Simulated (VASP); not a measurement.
InP, 2 atoms in the cell. Symmetry: F-43m, No. 216, cubic system. Conventional cell: a = 5.879 Å, b = 5.879 Å, c = 5.879 Å, α = 90.00°, β = 90.00°, γ = 90.00°. In (site symmetry -43m) has 4 P at 2.55 Å within 3.4 Å. Within 3.4 Å of P (site symmetry -43m) lie 4 In at 2.55 Å. 

```yaml
Program: VASP 6.6.1
Task: elastic constants
Functional: PBEsol
Potentials_or_basis: VASP PAW PBE potentials, release 64 (In_d, P)
Cutoff: 600 eV
k_mesh: 10 × 10 × 10
Occupations: gaussian, width 0.01 eV
Spin: no spin polarisation
Dipole_correction: no
Ions_in_elastic_constants: relaxed
Further_INCAR_settings: ALGO = Normal; EDIFF = 1e-08; IBRION = 6; POTIM = 0.015; NSW = 1; ISIF = 3
```

Potentials or basis: VASP PAW PBE potentials, release 64 (In_d, P).

Run with:

```bash
$ cat potpaw_PBE.64/In_d/POTCAR potpaw_PBE.64/P/POTCAR > POTCAR
$ mpirun -np 1 vasp_std > vasp.out
```

Hardware: 1 thread of Intel Xeon 8259CL, on a shared host.

**Question.** How long does it take, and how much memory?

**Answer.** Wall time 49 min on 1 thread of Intel Xeon 8259CL, on a shared host, peak memory 0.52 GiB. Counts: scf iterations 185, k points 47.
